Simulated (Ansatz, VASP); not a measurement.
**One calculation of AgCl, two programs**

The input POSCAR:

```
AgCl
1.0
    0.0000000000      2.7496037927      2.7496037927
    2.7496037927      0.0000000000      2.7496037927
    2.7496037927      2.7496037927      0.0000000000
Ag Cl
1 1
Direct
    0.0000000000      0.0000000000      0.0000000000
    0.5000000000      0.5000000000      0.5000000000
```

INCAR.step1

```
PREC = Accurate
ENCUT = 550
ISMEAR = -1
SIGMA = 0.03
LREAL = False
LASPH = True
NELM = 120
NBANDS = 16
GGA = PE
ALGO = Normal
EDIFF = 1E-5
LWAVE = True
LCHARG = False
GGA_COMPAT = False
```

The input INCAR.step2:

```
PREC = Accurate
ENCUT = 550
EDIFF = 1E-6
ISMEAR = -1
SIGMA = 0.03
LREAL = False
LASPH = True
NELM = 120
ALGO = Normal
ISIF = 2
LWAVE = False
LCHARG = True
METAGGA = R2SCAN
LMIXTAU = True
LUSE_VDW = True
IVDW_NL = 2
BPARAM = 11.95
CPARAM = 0.0093
LELF = True
LVHAR = True
NBANDS = 16
ISTART = 1
GGA_COMPAT = False
```

The input KPOINTS:

```
Automatic mesh
0
Gamma
  10 10 10
```

Input for Ansatz:

```yaml
crystal:
  lattice:
    - [0.0, 2.7496037927, 2.7496037927]
    - [2.7496037927, 0.0, 2.7496037927]
    - [2.7496037927, 2.7496037927, 0.0]
  atoms:
    - { symbol: Ag, position: [0.0, 0.0, 0.0] }
    - { symbol: Cl, position: [0.5, 0.5, 0.5] }
kpoints:
  mp_grid: { grid: [10, 10, 10] }
  band_path:
    path:
      - [0.0, 0.0, 0.0]
      - [0.5, 0.0, 0.5]
      - [0.625, 0.25, 0.625]
      - [0.375, 0.375, 0.75]
      - [0.5, 0.5, 0.5]
      - [0.5, 0.25, 0.75]
    npoints: 1
hamiltonian:
  xc: r2scan
  dispersion: rvv10
scf:
  occupations: { method: fermi_dirac, width: 0.03 }
  n_extra_bands: 4
output:
  forces: true
  stress: true
  eigenvalues: true
  write_density: true
  write_potential: true
  elf: true
  volumetric_format: npy
```

Alike in both runs: task single point; functional r2SCAN; dispersion rVV10; k mesh 10 × 10 × 10; occupations fermi-dirac, width 0.03 eV; no spin polarisation.

```csv
,VASP,Ansatz
version,VASP 6.6.1,Ansatz 0.2.0
potentials or method,"VASP PAW PBE potentials, release 64 (Ag, Cl)","plane waves, PAW"
plane-wave cutoff (eV),550,500
valence electrons in the cell,18,26
```

Ansatz gave:

```
gap on the k mesh at the Fermi level (eV) : 1.42
pressure (GPa)                            : 0.0
```

Question: Which values does VASP return?

Answer: gap on the k mesh at the Fermi level (eV): 1.37; pressure (GPa): 0.1.

VASP's potentials were made for PBE, not for r2SCAN. VASP's potentials hold 18 valence electrons a cell and Ansatz's 26, so a difference there can come from the potentials and not from the codes.
